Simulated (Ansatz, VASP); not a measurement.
**SiC4: VASP beside Ansatz**

```xyz
5
Lattice="1.3198 0.7620 9.8068 -1.3198 0.7620 9.8068 0.0000 -1.5240 9.8068" Properties=species:S:1:pos:R:3 pbc="T T T"
Si    0.0000    0.0000    0.0000
C     0.0000    0.0000   18.4837
C     0.0000    0.0000    4.9034
C     0.0000    0.0000   24.5169
C     0.0000    0.0000   10.9366
```

Change from the starting cell: ordered vacancies on the cation sites of fluorite (R-3m, No. 166).

Alike in both runs: functional PBE; k mesh 18 × 18 × 18; occupations gaussian, width 0.1 eV; no spin polarisation.

Ansatz relaxed the structure, and its values are those at the end. VASP's run is a single point on that final structure, the one shown.

```csv
,VASP,Ansatz
version,VASP 6.6.1,Ansatz 0.2.0
potentials or method,"VASP PAW PBE potentials, release 64 (Si, C), cutoff 520 eV","scalar-relativistic, plane waves, PAW"
valence electrons in the cell,20,20
```

```csv
,VASP,Ansatz,Ansatz less VASP
gap on the k mesh at the Fermi level (eV),none,none,-
pressure (GPa),0.1,0.0,-0.11
```

A gap of «none» marks a metal or a gap that the smearing closes.
